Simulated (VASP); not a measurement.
A run of VASP 6.6.1 is set up as follows.

The input INCAR:

```
SYSTEM = MoS2
  PREC = Accurate
  ENCUT = 520
  EDIFF = 1E-7
  ISMEAR = 0
  SIGMA = 0.05
  LREAL = .FALSE.
  LASPH = .TRUE.
  NELM = 100
  ALGO = Normal
  ISIF = 2
  LWAVE = .FALSE.
  LCHARG = .FALSE.
  GGA = PE
  IVDW = 12
  NBANDS = 20
```

KPOINTS

```
Automatic mesh
0
G
  12 12 12
  0 0 0
```

The input POSCAR:

```
MoS2
1.0
    1.5370625196      0.8874234594      5.9965349799
   -1.5370625196      0.8874234594      5.9965349799
    0.0000000000     -1.7748469189      5.9965349799
Mo S
1 2
Direct
    0.0000172715      0.0000172715      0.0000172715
    0.7535591261      0.7535591261      0.7535591261
    0.5797236023      0.5797236023      0.5797236023
```

Potentials or basis: VASP PAW PBE potentials, release 64 (Mo_sv, S).

Launch:

```console
$ cat potpaw_PBE.64/Mo_sv/POTCAR potpaw_PBE.64/S/POTCAR > POTCAR
$ mpirun -np 1 vasp_std > vasp.out
```

What does it give for the band gap on the k mesh?

0.85 eV, indirect (least direct gap 2.04 eV).

Estimate the largest force.

0.527 eV/Å.

Predict the dispersion energy per atom.

-0.464 eV.

Forces on the atoms (eV/Å):
```
Mo   0.000  0.000 -0.001
S    0.000  0.000  0.527
S    0.000  0.000 -0.526
```

Caveat: the cell differs from its parent crystal (strain -0.0250 x Voigt [1, 1, 0, 0, 0, 0]). A k mesh can miss the band edges.
